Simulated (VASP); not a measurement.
# Al18Cu in VASP: a series of runs, part 2 of 2

VASP 6.6.1.

### Step 3. Single point, PBE

INCAR

```
SYSTEM = Al18Cu
  ALGO = Normal
  EDIFF = 1E-7
  ENCUT = 520
  GGA = PE
  ISIF = 2
  ISMEAR = -1
  LASPH = .True.
  LCHARG = .True.
  LELF = .True.
  LREAL = Auto
  LVHAR = .True.
  LWAVE = .False.
  NBANDS = 48
  NELM = 100
  PREC = Accurate
  SIGMA = 0.1
```

KPOINTS

```
k-points
0
Gamma
  2 3 1
  0 0 0
```

POSCAR

```
Al18Cu
1.0
   12.1500000000      0.0000000000      0.0000000000
    0.0000000000      5.7275650000      0.0000000000
    0.0000000000      0.0000000000     15.8637820000
Al Cu
18 1
Direct
    0.0000000000      0.0000000000      0.0630366706
    0.3333333333      0.0000000000      0.0630366706
    0.6666666667      0.0000000000      0.0630366706
    0.0000000000      0.5000030554      0.0630366706
    0.3333333333      0.5000030554      0.0630366706
    0.6666666667      0.5000030554      0.0630366706
    0.1837777778      0.2592550237      0.1664672397
    0.5207325103      0.2833664917      0.1783370447
    0.8367572016      0.2682815472      0.1116001216
    0.1570041152      0.7083987698      0.1556690580
    0.4773497942      0.7620690468      0.1467178508
    0.8323374486      0.7401050883      0.1353145171
   -0.0035308642      0.0013967541      0.2230804735
    0.3511769547      0.0607413447      0.2608331355
    0.6002304527     -0.0784452032      0.2580532183
    0.0050534979      0.4355777717      0.2413043750
    0.3486995885      0.5221939864      0.2449983239
    0.6700987654      0.5045599657      0.2464040416
    0.7779176955      0.1303695375      0.2360534203
```

Potentials or basis: VASP PAW PBE potentials, release 64 (Al, Cu).

The run is started by

```console
cat potpaw_PBE.64/Al/POTCAR potpaw_PBE.64/Cu/POTCAR > POTCAR
mpirun -np 1 vasp_std > vasp.out
```

Run time: 6.9 min. Hardware: 1 thread of Intel Xeon Platinum 8488C (Sapphire Rapids), shared host; peak memory 0.97 GiB.

The run converged. Its results:

```yaml
Free_energy: -60.8048 eV
Largest_force: 1.779 eV/Å
Band_gap_on_the_k_mesh: zero (an odd number of electrons rules out a gap without spin polarisation)
```

Forces on the atoms (eV/Å):
```
Al   0.751 -0.162 -0.990
Al  -0.512  0.543  0.245
Al  -0.600 -0.146  0.376
Al   0.787  0.057 -0.390
Al  -0.026 -0.300 -0.020
Al  -0.995  0.363 -0.040
Al  -0.243 -0.965 -0.296
Al  -1.087 -0.543 -1.299
Al   0.315  0.029 -0.390
Al   0.497  0.976 -0.011
Al   0.787 -0.008 -0.808
Al   0.008  0.457  0.680
Al  -0.349 -0.976  0.914
Al   0.164 -0.837 -0.337
Al   0.656  0.505  0.793
Al  -0.695  1.068 -0.082
Al  -0.607  0.497  0.449
Al   1.177  0.080  0.206
Cu  -0.028 -0.639  0.999
```

Levels at points of the mesh, in eV from the Fermi level:
```csv
k point,band 31,band 32,band 33,band 34,band 35,band 36
"(0.00, 0.00, 0.00)",-1.04,-0.67,-0.49,-0.43,-0.23,0.28
"(0.50, 0.00, 0.00)",-0.66,-0.28,-0.01,0.07,0.56,0.71
```

Caveat: the k points lie up to 0.37 Å⁻¹ apart, too coarse for converged energies and pressures of a metal; the atoms stand as in a frame of molecular dynamics.

### Step 4. Single point, PBE

INCAR

```
SYSTEM = Al18Cu
  PREC = Accurate
  ENCUT = 520
  EDIFF = 1E-6
  ISMEAR = -1
  SIGMA = 0.1
  LREAL = Auto
  LASPH = .True.
  NELM = 100
  ALGO = Normal
  ISIF = 2
  LWAVE = .False.
  LCHARG = .True.
  GGA = PE
  LELF = .True.
  LVHAR = .True.
  NBANDS = 48
```

KPOINTS

```
regular mesh
0
Gamma
  2 3 1
  0 0 0
```

POSCAR

```
Al18Cu
1.0
   12.1500000000      0.0000000000      0.0000000000
    0.0000000000      5.7275650000      0.0000000000
    0.0000000000      0.0000000000     15.8637820000
Al Cu
18 1
Direct
    0.0000000000      0.0000000000      0.0630366706
    0.3333333333      0.0000000000      0.0630366706
    0.6666666667      0.0000000000      0.0630366706
    0.0000000000      0.5000030554      0.0630366706
    0.3333333333      0.5000030554      0.0630366706
    0.6666666667      0.5000030554      0.0630366706
    0.1676460905      0.3019084026      0.1621366204
    0.4931440329      0.2519569835      0.1498003440
    0.8413662551      0.2573519462      0.1532421462
    0.1516872428      0.8044430748      0.1763892116
    0.4881893004      0.6900314532      0.1537590469
    0.8441893004      0.7681973055      0.1571062941
   -0.0170534979      0.0453595900      0.2735791503
    0.3225761317     -0.0237622794      0.2459690886
    0.5648395062     -0.0527274680      0.2904477633
   -0.0162469136      0.5345552604      0.2367972530
    0.3410946502      0.5117881683      0.2348431162
    0.7193827160      0.5001776497      0.2560297412
    0.7575555556      0.0841020573      0.2898047893
```

Potentials or basis: VASP PAW PBE potentials, release 64 (Al, Cu).

The run is started by

```console
cat potpaw_PBE.64/Al/POTCAR potpaw_PBE.64/Cu/POTCAR > POTCAR
mpirun -np 1 vasp_std > vasp.out
```

OUTCAR:

```text
SYSTEM = Al18Cu
   PREC = Accurate
   ENCUT = 520
   EDIFF = 1E-6
   ISMEAR = -1
   LREAL = Auto
   LASPH = .True.
   NELM = 100
   ISIF = 2
   GGA = PE

 ion  position               nearest neighbor table
   1  0.000  0.000  0.063-  12 2.75  10 2.81   9 2.82   4 2.86   4 2.86   7 3.10  13 3.36
   2  0.333  0.000  0.063-   8 2.78   5 2.86   5 2.86  14 2.91  11 2.96  10 3.06   7 3.08
   3  0.667  0.000  0.063-   6 2.86   6 2.86   8 2.90  12 2.94   9 2.95  11 3.15
   4  0.000  0.500  0.063-  16 2.77   9 2.77   7 2.81  12 2.86   1 2.86   1 2.86  10 3.11
   5  0.333  0.500  0.063-  11 2.61  17 2.73   8 2.77   7 2.79   2 2.86   2 2.86  10 3.34
[... 424 lines left out ...]
  in kB      -14.0077960    -15.6702585     -3.5474033      2.3519784     -0.3524841      0.5846884
  external PRESSURE =     -11.0751526 kB  Pullay stress =       0.0000000 kB

 VOLUME and BASIS-vectors are now :
 -----------------------------------------------------------------------------
  energy-cutoff  :      520.00
  volume of cell :     1103.96
      direct lattice vectors                 reciprocal lattice vectors
    12.150000000  0.000000000  0.000000000     0.082304527  0.000000000  0.000000000
     0.000000000  5.727565000  0.000000000     0.000000000  0.174594265  0.000000000
     0.000000000  0.000000000 15.863782000     0.000000000  0.000000000  0.063036671

 POSITION                                       TOTAL-FORCE (eV/Angst)
 -----------------------------------------------------------------------------------
      0.00000      0.00000      1.00000         0.155901      0.176431      0.340555
      4.05000      0.00000      1.00000        -0.109472     -0.191131      0.393818
      8.10000      0.00000      1.00000        -0.041717     -0.098900      0.547613
      0.00000      2.86380      1.00000         0.082701      0.132798     -0.029053
      4.05000      2.86380      1.00000        -0.623235      0.014190     -0.496765
      8.10000      2.86380      1.00000         0.134735      0.039439      0.518237
[... 11 lines left out ...]
      8.74050      2.86480      4.06160        -1.001958      0.389191      0.375562
      9.20430      0.48170      4.59740         0.203601     -0.144079     -0.529866
 -----------------------------------------------------------------------------------
    total drift:                                0.003551     -0.001225     -0.015705

  FREE ENERGIE OF THE ION-ELECTRON SYSTEM (eV)
  ---------------------------------------------------
  free  energy   TOTEN  =       -60.8593775643 eV

  energy  without entropy=      -60.5630594060  energy(sigma->0) =      -60.71121849
```

stdout:

```text
POSCAR found type information on POSCAR AlCu
 POSCAR found :  2 types and      19 ions
 scaLAPACK will be used
 LDA part: xc-table for (Slater+PW92), standard interpolation
 POSCAR, INCAR and KPOINTS ok, starting setup
 FFT: planning ... GRIDC
 FFT: planning ... GRID_SOFT
 FFT: planning ... GRID
 WAVECAR not read
 entering main loop
```

It took 6 min on 1 thread of Intel Xeon Platinum 8488C (Sapphire Rapids), shared host; peak memory 0.97 GiB.

Results:

```yaml
Free_energy: -60.8594 eV
Largest_force: 2.424 eV/Å
Band_gap_on_the_k_mesh: zero (an odd number of electrons rules out a gap without spin polarisation)
```

Forces in eV/Å, atoms in the order of the input:
```
Al   0.156  0.176  0.341
Al  -0.109 -0.191  0.394
Al  -0.042 -0.099  0.548
Al   0.083  0.133 -0.029
Al  -0.623  0.014 -0.497
Al   0.135  0.039  0.518
Al  -0.249 -0.335 -0.075
Al   0.338 -1.338  0.121
Al  -0.043 -0.481 -0.616
Al  -0.262 -0.272 -0.436
Al   1.503  1.836 -0.494
Al  -0.802  0.695 -0.446
Al  -0.065 -0.056 -0.624
Al   1.152  0.852  0.014
Al   0.101 -0.005 -0.605
Al   0.690 -0.402  0.883
Al  -1.164 -0.812  1.157
Al  -1.002  0.389  0.376
Cu   0.204 -0.144 -0.530
```

Levels at points of the mesh, in eV from the Fermi level:
```
           k point  band 30  band 31  band 32  band 33  band 34  band 35
(0.00, 0.00, 0.00)    -1.05    -0.91    -0.80    -0.66    -0.25    -0.19
(0.50, 0.00, 0.00)    -0.96    -0.41    -0.31     0.11     0.22     0.34
```

Caveat: the k points lie up to 0.37 Å⁻¹ apart, too coarse for converged energies and pressures of a metal; the atoms stand as in a frame of molecular dynamics.

### Step 5. The runs side by side

| cell | gap on the mesh (eV) | largest force (eV/Å) |
| --- | --- | --- |
| as given, atomic positions A | none | 1.53 |
| as given, atomic positions B | none | 1.78 |
| as given, atomic positions C | none | 2.42 |

Alike in all rows: task single point; level PBE; potentials or basis VASP PAW PBE potentials, release 64 (Al, Cu); no spin polarisation; k mesh 2 × 3 × 1; cutoff (eV) 520; smearing fermi-dirac 0.1 eV.

Caveats: all runs use coarse meshes; the atoms stand as in a frame of molecular dynamics.

Absolute energies hang on the potentials; compare differences alone.
